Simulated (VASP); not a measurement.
Wanted: the native input for a VASP 6.6.1 run.

| Item | Value |
| --- | --- |
| Task | single point |
| Functional | r2SCAN |
| Potentials or basis | VASP PAW PBE potentials, release 64 (Mg) |
| Cutoff | 520 eV |
| k mesh | 18 × 18 × 8 |
| Occupations | gaussian, width 0.1 eV |
| Spin | no spin polarisation |
| Dipole correction | no |
| Further INCAR settings | ALGO = Normal; EDIFF = 1e-07; NBANDS = 9 |

The system is Mg.

```
Mg
1.0
     3.20847    0.00000    0.00000
    -1.60423    2.77861    0.00000
     0.00000    0.00000    5.14422
Mg
2
Cartesian
  0.0000 1.8524 1.2861
  1.6042 0.9262 3.8582
```

These files were run (other wordings do the same):

POSCAR

```
Mg
1.0
    3.2084666623      0.0000000000      0.0000000000
   -1.6042333311      2.7786136367      0.0000000000
    0.0000000000      0.0000000000      5.1442217542
Mg
2
Direct
    0.3333333333      0.6666666667      0.2500000000
    0.6666666667      0.3333333333      0.7500000000
```

INCAR.step1

```
ALGO     = Normal         # electronic algorithm
EDIFF    = 1E-4           # SCF threshold, eV
ENCUT    = 520            # plane-wave cutoff, eV
GGA      = PE             # functional
ISMEAR   = 0              # smearing method
LASPH    = True           # aspherical terms in the spheres
LCHARG   = False          # write CHGCAR
LREAL    = False          # projectors in reciprocal space
LWAVE    = True           # write WAVECAR
NBANDS   = 9              # bands
NELM     = 80             # most SCF steps
PREC     = Accurate       # precision mode
SIGMA    = 0.1            # smearing width, eV
```

INCAR.step2

```
ALGO     = Normal         # electronic algorithm
EDIFF    = 1E-7           # SCF threshold, eV
ENCUT    = 520            # plane-wave cutoff, eV
ISIF     = 2              # what is computed and relaxed
ISMEAR   = 0              # smearing method
ISTART   = 1            
LASPH    = True           # aspherical terms in the spheres
LCHARG   = False          # write CHGCAR
LMIXTAU  = True         
LREAL    = False          # projectors in reciprocal space
LWAVE    = False          # write WAVECAR
METAGGA  = R2SCAN         # meta-GGA
NBANDS   = 9              # bands
NELM     = 80             # most SCF steps
PREC     = Accurate       # precision mode
SIGMA    = 0.1            # smearing width, eV
```

KPOINTS

```
k-points
0
Gamma
  18 18 8
```

Potentials or basis: VASP PAW PBE potentials, release 64 (Mg).

The run is started by

```bash
$ cat potpaw_PBE.64/Mg/POTCAR > POTCAR
$ cp INCAR.step1 INCAR
$ mpirun -np 1 vasp_std > vasp.out
$ cp INCAR.step2 INCAR
$ mpirun -np 1 vasp_std > vasp.out
```

Results of the run:

The pressure is -0.9 GPa and the band gap on the k mesh is zero (band 2 reaches 3.67 eV, above the bottom of band 3 at 1.58 eV).

Caveat: the PAW data sets were made with another functional, which shifts forces and pressure a little.

Wall time 5.6 min on 1 thread of Intel Xeon 8259CL, with other jobs on the host, peak memory 0.19 GiB.
